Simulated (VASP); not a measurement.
The system is Ge.

```
CELL_PARAMETERS angstrom
1.48805 -2.59469 0.00000
1.48805 2.59469 0.00000
0.00000 0.00000 4.72760
ATOMIC_POSITIONS crystal
Ge 0.33345 0.66655 0.25000
Ge 0.66655 0.33345 0.75000
```

This isn't the form of Ge at room conditions, which is diamond.

- Program: VASP 6.6.1
- Task: relaxation of cell and atoms
- Functional: revPBE
- Dispersion: D3(BJ)
- Potentials or basis: VASP PAW PBE potentials, release 64 (Ge_d)
- Cutoff: 600 eV
- k mesh: 10 × 10 × 6
- Occupations: fermi-dirac, width 0.05 eV
- Spin: no spin polarisation

At the start: pressure -0.7 GPa; volume 18.25 Å³/atom.

Where does the relaxation end?

Over 19 steps the energy falls by 3.6 meV/atom and the volume is 18.04 Å³/atom (-1.1 %); space group P6_3/mmc (No. 194, to 0.1 Å) before and after.

The path:
```csv
step,energy change (eV),largest force (eV/Å),pressure (GPa),volume (Å³)
1,0.0000,0.0008,-0.70,36.51
2,-0.0050,0.0033,0.17,36.08
3,-0.0055,0.0070,0.95,35.67
4,-0.0059,0.0058,0.62,35.85
5,-0.0068,0.0076,-0.06,36.13
6,-0.0068,0.0077,0.22,36.07
7,-0.0068,0.0074,-0.04,36.09
8,-0.0068,0.0077,0.09,36.08
9,-0.0068,0.0077,0.06,36.07
10,-0.0070,0.0081,-0.15,36.12
11,-0.0070,0.0080,-0.08,36.13
12,-0.0070,0.0081,-0.11,36.14
13,-0.0071,0.0078,-0.18,36.16
14,-0.0072,0.0096,0.15,36.11
15,-0.0072,0.0107,-0.02,36.11
16,-0.0072,0.0095,-0.01,36.11
17,-0.0072,0.0090,-0.06,36.11
18,-0.0072,0.0093,0.07,36.09
19,-0.0072,0.0096,0.02,36.09
```

Final structure:
```
Ge
1.0
     1.45987   -2.57744    0.00000
     1.45987    2.57744    0.00000
     0.00000    0.00000    4.79537
Ge
2
Direct
  0.33382 0.66618 0.25000
  0.66618 0.33382 0.75000
```

Caveat: the PAW data sets were made with another functional, which shifts forces and pressure a little.
